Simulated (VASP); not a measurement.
Here is a VASP 6.6.1 calculation.

The input POSCAR:

```
BaS
1.0
    0.0000000000      3.4898487120      3.4898487120
    3.4898487120      0.0000000000      3.4898487120
    3.4898487120      3.4898487120      0.0000000000
Ba S
1 1
Direct
    0.0000000000      0.0000000000      0.0000000000
    0.2500000000      0.2500000000      0.2500000000
```

INCAR.step1

```
SYSTEM = BaS
ALGO = Normal
EDIFF = 1E-4
ENCUT = 520
GGA = PE
ISMEAR = 0
LASPH = .TRUE.
LCHARG = .FALSE.
LREAL = .FALSE.
LWAVE = .TRUE.
NBANDS = 15
NELM = 100
PREC = Accurate
SIGMA = 0.01
```

Contents of INCAR.step2:

```
SYSTEM = BaS
ALGO = Normal
EDIFF = 1E-6
ENCUT = 520
ISIF = 2
ISMEAR = 0
ISTART = 1
LASPH = .TRUE.
LCHARG = .TRUE.
LELF = .TRUE.
LMIXTAU = .TRUE.
LREAL = .FALSE.
LVHAR = .TRUE.
LWAVE = .FALSE.
METAGGA = R2SCAN
NBANDS = 15
NELM = 100
PREC = Accurate
SIGMA = 0.01
```

File KPOINTS:

```
k-points
0
G
  6 6 6
  0 0 0
```

Potentials or basis: VASP PAW PBE potentials, release 64 (Ba_sv, S).

Command:

```bash
$ cat potpaw_PBE.64/Ba_sv/POTCAR potpaw_PBE.64/S/POTCAR > POTCAR
$ cp INCAR.step1 INCAR
$ mpirun -np 1 vasp_std > vasp.out
$ cp INCAR.step2 INCAR
$ mpirun -np 1 vasp_std > vasp.out
```

(1) Estimate the pressure.

(2) Estimate the band gap on the k mesh.

Results:

(1) 1.2 GPa.

(2) 3.12 eV, indirect (least direct gap 3.69 eV).

Caveat: the cell differs from its parent crystal (strain -0.8%); the PAW data sets were made with another functional, which shifts forces and pressure a little; spin-orbit coupling is left out, which moves the levels of the heavy elements.
